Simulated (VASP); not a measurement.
Wanted: the native input for a VASP 6.6.1 run.

| Property | Result |
| --- | --- |
| Task | single point |
| Functional | LDA |
| Potentials or basis | VASP PAW LDA potentials, release 64 (Ti_sv, Al) |
| Cutoff | 520 eV |
| k mesh | 16 × 16 × 16 |
| Occupations | gaussian, width 0.15 eV |
| Spin | no spin polarisation |
| Dipole correction | no |
| Further INCAR settings | ALGO = Fast; EDIFF = 1e-06; NBANDS = 18 |

The structure of TiAl3 lies in POSCAR:

```
TiAl3
1.0
   -1.9232899114      1.9232899114      4.0933379185
    1.9232899114     -1.9232899114      4.0933379185
    1.9232899114      1.9232899114     -4.0933379185
Ti Al
1 3
Direct
    0.0000000000      0.0000000000      0.0000000000
    0.5000000000      0.5000000000      0.0000000000
    0.7500000000      0.2500000000      0.5000000000
    0.2500000000      0.7500000000      0.5000000000
```

One way to write it, as run:

INCAR

```
SYSTEM = TiAl3
PREC = Accurate
ENCUT = 520
EDIFF = 1E-6
ISMEAR = 0
SIGMA = 0.15
LREAL = .FALSE.
LASPH = .TRUE.
NELM = 100
ALGO = Fast
ISIF = 2
LWAVE = .FALSE.
LCHARG = .FALSE.
GGA = CA
NBANDS = 18
```

KPOINTS

```
regular mesh
0
G
  16 16 16
  0 0 0
```

Potentials or basis: VASP PAW LDA potentials, release 64 (Ti_sv, Al).

Run with:

```console
$ cat potpaw_LDA.64/Ti_sv/POTCAR potpaw_LDA.64/Al/POTCAR > POTCAR
$ mpirun -np 1 vasp_std > vasp.out
```

Results of the run:

```
Pressure               : 0.2 GPa
Band gap on the k mesh : zero (an odd number of electrons rules out a gap without spin polarisation)
```

Caveat: the stress differs along the axes, from -3 to 7 GPa.

It took 24 min on 1 thread of Intel(R) Xeon(R) Platinum 8488C (Sapphire Rapids), on a shared host, peak memory 0.48 GiB.
